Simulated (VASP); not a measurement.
Runs of VASP 6.6.1 on BaTe. The structure is cubic, space group F-43m (No. 216). The conventional cell has a = 7.828 Å, b = 7.828 Å, c = 7.828 Å, α = 90.00°, β = 90.00°, γ = 90.00°. Ba (site symmetry -43m) has 4 Te at 3.39 Å within 4.5 Å. Te (site symmetry -43m) has 4 Ba at 3.39 Å within 4.5 Å. 

```tsv
level	k mesh	grid for exact exchange (PRECFOCK)	screening parameter	gap on the mesh (eV)	pressure (GPa)
PBE0	4 × 4 × 4	Normal	-	(a)	0.0
PBE	4 × 4 × 4	-	-	2.58	0.2
PBE	6 × 6 × 6	-	-	2.58	0.2
HSE06	4 × 4 × 4	Normal	0.2079 1/Å	3.29	0.0
r2SCAN	4 × 4 × 4	-	-	2.95	0.2
```

Alike in all rows: task single point; potentials or basis VASP PAW PBE potentials, release 64 (Ba_sv, Te); no spin polarisation; cell as given; cutoff (eV) 520; smearing gaussian 0.01 eV.

Problem. Estimate the missing entries.

Solution. (a) 3.98.

Caveats: spin-orbit coupling is left out, which moves the levels of the heavy elements; the PAW data sets were made with another functional, which shifts forces and pressure a little (some runs).

A k mesh can miss the band edges, and the runs leave out spin-orbit coupling on Ba, Te.
